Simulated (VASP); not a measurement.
# Au in VASP: single point with PBEsol

Aim: the single point of Au with PBEsol.

All numbers are computed with VASP 6.6.1; they aren't measurements. Logs are shortened: lines on timing, memory, paths and dates and some standing lists are left out, and cuts for length are marked.

## 1. The cell of the first run

The cell holds a slab with vacuum, 4 atoms: a = 2.888 Å, b = 2.888 Å, c = 23.073 Å, α = 90.00°, β = 90.00°, γ = 120.00°.

## 2. Single point, PBEsol

Input file INCAR:

```
SYSTEM = Au
  PREC = Accurate
  ENCUT = 520
  EDIFF = 1E-6
  ISMEAR = -1
  SIGMA = 0.05
  LREAL = .FALSE.
  LASPH = .TRUE.
  NELM = 80
  ALGO = Normal
  ISIF = 2
  LWAVE = .FALSE.
  LCHARG = .FALSE.
  LDIPOL = .TRUE.
  IDIPOL = 3
  DIPOL = 0.5 0.5 0.500
  GGA = PS
  NBANDS = 30
```

Input file KPOINTS:

```
Automatic mesh
0
G
  14 14 1
  0 0 0
```

Input file POSCAR:

```
Au
1.0
    2.8875949632      0.0000000000      0.0000000000
   -1.4437974816      2.5007305940      0.0000000000
    0.0000000000      0.0000000000     23.0731000000
Au
4
Direct
    0.0000000000      0.0000000000      0.3471500565
    0.3333333333      0.6666666667      0.4495613423
    0.6666666667      0.3333333333      0.5504386585
    0.0000000000      0.0000000000      0.6528499420
```

Potentials or basis: VASP PAW PBE potentials, release 64 (Au).

The run is started by

```
> cat potpaw_PBE.64/Au/POTCAR > POTCAR
> mpirun -np 1 vasp_std > vasp.out
```

OUTCAR:

```text
SYSTEM = Au
   PREC = Accurate
   ENCUT = 520
   EDIFF = 1E-6
   ISMEAR = -1
   LREAL = .FALSE.
   LASPH = .TRUE.
   NELM = 80
   ISIF = 2
   GGA = PS

 ion  position               nearest neighbor table
   1  0.000  0.000  0.347-   2 2.89   2 2.89   2 2.89
   2  0.333  0.667  0.450-   3 2.86   3 2.86   3 2.86   1 2.89   1 2.89   1 2.89
   3  0.667  0.333  0.550-   2 2.86   2 2.86   2 2.86   4 2.89   4 2.89   4 2.89
   4  0.000  0.000  0.653-   3 2.89   3 2.89   3 2.89

  LATTYP: Found a hexagonal cell.
 ALAT       =     2.8875949632
 C/A-ratio  =     7.9904211962

  Lattice vectors:

 A1 = (   2.8875949632,   0.0000000000,   0.0000000000)
 A2 = (  -1.4437974816,   2.5007305940,   0.0000000000)
 A3 = (   0.0000000000,   0.0000000000,  23.0731000000)

Analysis of symmetry for initial positions (statically):
=====================================================================
 Subroutine PRICEL returns:
 Original cell was already a primitive cell.

 Routine SETGRP: Setting up the symmetry group for a
 hexagonal supercell.

 Subroutine GETGRP returns: Found 12 space group operations
 (whereof 12 operations were pure point group operations)
 out of a pool of 24 trial point group operations.

The static configuration has the point symmetry D_3d.

Analysis of symmetry for dynamics (positions and initial velocities):
=====================================================================
 Subroutine PRICEL returns:
 Original cell was already a primitive cell.

 Routine SETGRP: Setting up the symmetry group for a
 hexagonal supercell.

 Subroutine GETGRP returns: Found 12 space group operations
 (whereof 12 operations were pure point group operations)
 out of a pool of 24 trial point group operations.

The dynamic configuration has the point symmetry D_3d.

 Subroutine INISYM returns: Found 12 space group operations
 (whereof 12 operations are pure point group operations),
 and found     1 'primitive' translations

----------------------------------------------------------------------------------------

                                     Primitive cell

  volume of cell :     166.6131

  direct lattice vectors                    reciprocal lattice vectors
     2.887594963  0.000000000  0.000000000     0.346308957  0.199941570  0.000000000
    -1.443797482  2.500730594  0.000000000     0.000000000  0.399883139  0.000000000
     0.000000000  0.000000000 23.073100000     0.000000000  0.000000000  0.043340513

  length of vectors
     2.887594963  2.887594963 23.073100000     0.399883139  0.399883139  0.043340513

  position of ions in fractional coordinates (direct lattice)
     0.000000000  0.000000000  0.347150056
     0.333333333  0.666666667  0.449561342
     0.666666667  0.333333333  0.550438658
     0.000000000  0.000000000  0.652849942

  ion indices of the primitive-cell ions
   primitive index   ion index
                 1           1
                 2           2
                 3           3
                 4           4

----------------------------------------------------------------------------------------

 KPOINTS: Automatic mesh

Automatic generation of k-mesh.
 Grid dimensions read from file:
 generate k-points for:   14   14    1

 Generating k-lattice:

  Cartesian coordinates                     Fractional coordinates (reciprocal lattice)
     0.024736354  0.014281541  0.000000000     0.071428571  0.000000000  0.000000000
     0.000000000  0.028563081  0.000000000     0.000000000  0.071428571  0.000000000
     0.000000000  0.000000000  0.043340513     0.000000000  0.000000000  1.000000000

  Length of vectors
     0.028563081  0.028563081  0.043340513

  Shift w.r.t. Gamma in fractional coordinates (k-lattice)
     0.000000000  0.000000000  0.000000000

 Subroutine IBZKPT returns following result:
 ===========================================

 Found     24 irreducible k-points:

 Following reciprocal coordinates:
            Coordinates               Weight
  0.000000  0.000000  0.000000      1.000000
  0.071429 -0.000000  0.000000      6.000000
  0.142857 -0.000000  0.000000      6.000000
  0.214286 -0.000000  0.000000      6.000000
  0.285714 -0.000000  0.000000      6.000000
  0.357143 -0.000000  0.000000      6.000000
[... 16 lines left out ...]
  0.285714  0.285714  0.000000      6.000000
  0.357143  0.285714  0.000000      6.000000
   k-points           NKPTS =     24   k-points in BZ     NKDIM =     24   number of bands    NBANDS=     30
   number of dos      NEDOS =    301   number of ions     NIONS =      4
   total plane-waves  NPLWV = 103680
   dimension x,y,z NGX =    24 NGY =   24 NGZ =  180
   dimension x,y,z NGXF=    48 NGYF=   48 NGZF=  360
   ions per type =               4
   NGX,Y,Z   is equivalent  to a cutoff of  13.82, 13.82, 12.97 a.u.
   NGXF,Y,Z  is equivalent  to a cutoff of  27.63, 27.63, 25.94 a.u.
 SYSTEM =  Au
   PREC   = accura    normal or accurate (medium, high low for compatibility)
   ISTART =      0    job   : 0-new  1-cont  2-samecut
   ICHARG =      2    charge: 1-file 2-atom 10-const
   ISPIN  =      1    spin polarized calculation?
   LNONCOLLINEAR =      F non collinear calculations
   LSORBIT =      F    spin-orbit coupling
   LASPH  =      T    aspherical Exc in radial PAW
   ENCUT  =  520.0 eV  38.22 Ry    6.18 a.u.   5.37  5.37 42.90*2*pi/ulx,y,z
   NELM   =     80;   NELMIN=  2; NELMDL= -5     # of ELM steps
   EDIFF  = 0.1E-05   stopping-criterion for ELM
   LREAL  =      F    real-space projection
   EDIFFG = 0.1E-04   stopping-criterion for IOM
   NSW    =      0    number of steps for IOM
   IBRION =     -1    ionic relax: 0-MD 1-quasi-New 2-CG
   NFREE  =      0    steps in history (QN), initial steepest desc. (CG)
   ISIF   =      2    stress and relaxation
   ISYM   =      2    0-nonsym 1-usesym 2-fastsym
   POTIM  = 0.5000    time-step for ionic-motion
   TEBEG  =    0.0;   TEEND  =   0.0 temperature during run
   PSTRESS=    0.0 pullay stress
   NELECT =      44.0000    total number of electrons
   NUPDOWN=      -1.0000    fix difference up-down
   EMIN   =  10.00;   EMAX   =-10.00  energy-range for DOS
   EFERMI =   0.00;   METHOD = LEGACY
   ISMEAR =    -1;   SIGMA  =   0.05  broadening in eV -4-tet -1-fermi 0-gaus
   EFERMI_NEDOS =   21; number of points for ismear=-14 and -15
   IALGO  =     38    algorithm
   IMIX   =      4    mixing-type and parameters
     AMIX     =   0.40;   BMIX     =  1.00
     AMIX_MAG =   1.60;   BMIX_MAG =  1.00
  volume/ion in A,a.u.               =      41.65       281.09
  Fermi-wavevector in a.u.,A,eV,Ry     =   1.050323  1.984822 15.009640  1.103177
  Thomas-Fermi vector in A             =   2.185321
   LORBIT       =      0    0 simple, 1 ext, 2 COOP (PROOUT), +10 PAW based schemes
   GGA     = PS    functional components
   LHFCALC =     F    Hartree Fock is set to
   AEXX    =    0.0000 exact exchange contribution
   IVDW    =     0    specifies the selected vdW correction
   LEPSILON=     F    determine dielectric tensor
   LRPA    =     F    only Hartree local field effects (RPA)
 non-spin polarized calculation
  energy-cutoff  :      520.00
  volume of cell :      166.61
 maximum number of plane-waves:      4549
 NGX is ok and might be reduce to    24
   NGX = 11   NGY = 11   NGZ = 85

 number of electron      44.0000003 magnetization

 dipolmoment           0.000000      0.000000      0.000000 electrons x Angstroem

 Free energy of the ion-electron system (eV)
  ---------------------------------------------------
  ext. energy  EPLUGINS =         0.00000000
  ---------------------------------------------------
  free energy    TOTEN  =       -14.81755047 eV

  energy without entropy =      -14.80459732  energy(sigma->0) =      -14.81107389

 E-fermi :   0.6460     XC(G=0):  -5.9521

 val. band max:        0.6122575154   @ k =   0.2857   0.2143   0.0000
 cond. band min:       0.7737019086   @ k =   0.0000   0.0000   0.0000
 fundamental gap:      0.1614443932
 Fermi energy:         0.6459553766

 k-point     1 :       0.0000    0.0000    0.0000
  band No.  band energies     occupation
      1      -8.7871      2.00000
      2      -7.5748      2.00000
      3      -6.5581      2.00000
      4      -6.4936      2.00000
      5      -3.9814      2.00000
      6      -3.8990      2.00000
[... 22 lines left out ...]
     29       6.8793      0.00000
     30       8.8516      0.00000

 k-point     2 :       0.0714   -0.0000    0.0000
  band No.  band energies     occupation
      1      -8.6312      2.00000
      2      -7.4219      2.00000
      3      -6.4047      2.00000
      4      -6.3567      2.00000
      5      -4.0934      2.00000
      6      -4.0184      2.00000
[... 22 lines left out ...]
     29       6.9792      0.00000
     30       8.9756      0.00000

 k-point     3 :       0.1429   -0.0000    0.0000
  band No.  band energies     occupation
      1      -8.1839      2.00000
      2      -6.9966      2.00000
      3      -6.0066      2.00000
      4      -5.9682      2.00000
      5      -4.3823      2.00000
      6      -4.1904      2.00000
[... 22 lines left out ...]
     29       7.3384      0.00000
     30       9.3434      0.00000

 k-point     4 :       0.2143   -0.0000    0.0000
  band No.  band energies     occupation
      1      -7.5222      2.00000
      2      -6.4391      2.00000
      3      -5.6310      2.00000
      4      -5.4348      2.00000
      5      -4.7387      2.00000
      6      -4.3570      2.00000
[... 616 lines left out ...]
     29       8.2639      0.00000
     30       9.0529      0.00000

 k-point    23 :       0.2857    0.2857    0.0000
  band No.  band energies     occupation
      1      -5.4288      2.00000
      2      -5.3526      2.00000
      3      -5.0786      2.00000
      4      -4.7132      2.00000
      5      -4.6840      2.00000
      6      -4.5142      2.00000
[... 22 lines left out ...]
     29       7.4163      0.00000
     30       9.0461      0.00000

 k-point    24 :       0.3571    0.2857    0.0000
  band No.  band energies     occupation
      1      -5.3514      2.00000
      2      -5.2758      2.00000
      3      -5.0539      2.00000
      4      -4.7409      2.00000
      5      -4.7077      2.00000
      6      -4.4331      2.00000
[... 22 lines left out ...]
     29       7.7601      0.00000
     30       8.3126      0.00000

------------------------ aborting loop because EDIFF is reached ----------------------------------------

 vacuum level on the upper side and lower side of the slab       (xc-potential included)        -0.008        -0.008

  FORCE on cell =-STRESS in cart. coord.  units (eV):
  Direction    XX          YY          ZZ          XY          YZ          ZX
  --------------------------------------------------------------------------------------
  -------------------------------------------------------------------------------------
  Total       -2.8479673     -2.8479673     -0.1208531     -0.0000000      0.0000000     -0.0000000
  in kB      -27.3864949    -27.3864949     -1.1621422     -0.0000000      0.0000000     -0.0000000
  external PRESSURE =     -18.6450440 kB  Pullay stress =       0.0000000 kB

 VOLUME and BASIS-vectors are now :
 -----------------------------------------------------------------------------
  energy-cutoff  :      520.00
  volume of cell :      166.61
      direct lattice vectors                 reciprocal lattice vectors
     2.887594963  0.000000000  0.000000000     0.346308957  0.199941570  0.000000000
    -1.443797482  2.500730594  0.000000000     0.000000000  0.399883139  0.000000000
     0.000000000  0.000000000 23.073100000     0.000000000  0.000000000  0.043340513

 POSITION                                       TOTAL-FORCE (eV/Angst)
 -----------------------------------------------------------------------------------
      0.00000      0.00000      8.00983         0.000000     -0.000000      0.009241
     -0.00000      1.66715     10.37277         0.000000     -0.000000      0.001332
      1.44380      0.83358     12.70033        -0.000000      0.000000     -0.001332
      0.00000      0.00000     15.06327         0.000000      0.000000     -0.009241
 -----------------------------------------------------------------------------------
    total drift:                                0.000000     -0.000000      0.000016

  FREE ENERGIE OF THE ION-ELECTRON SYSTEM (eV)
  ---------------------------------------------------
  free  energy   TOTEN  =       -14.8175504713 eV

  energy  without entropy=      -14.8045973152  energy(sigma->0) =      -14.81107389

 vacuum level on the upper side and lower side of the slab         5.893         5.893
```

It took 4.9 min on 1 thread of Intel Xeon 8259CL, shared host; peak memory 0.34 GiB.

What came out:

```
Free energy            : -14.8176 eV
Largest force          : 0.009 eV/Å
Band gap on the k mesh : zero (bands 22 and 23 overlap by 4.51 eV)
```

Forces in eV/Å, atoms in the order of the input:
```
Au   0.000  0.000  0.009
Au   0.000  0.000  0.001
Au   0.000  0.000 -0.001
Au   0.000  0.000 -0.009
```

Caveat: the PAW data sets were made with another functional, which shifts forces and pressure a little; spin-orbit coupling is left out, which moves the levels of the heavy elements.
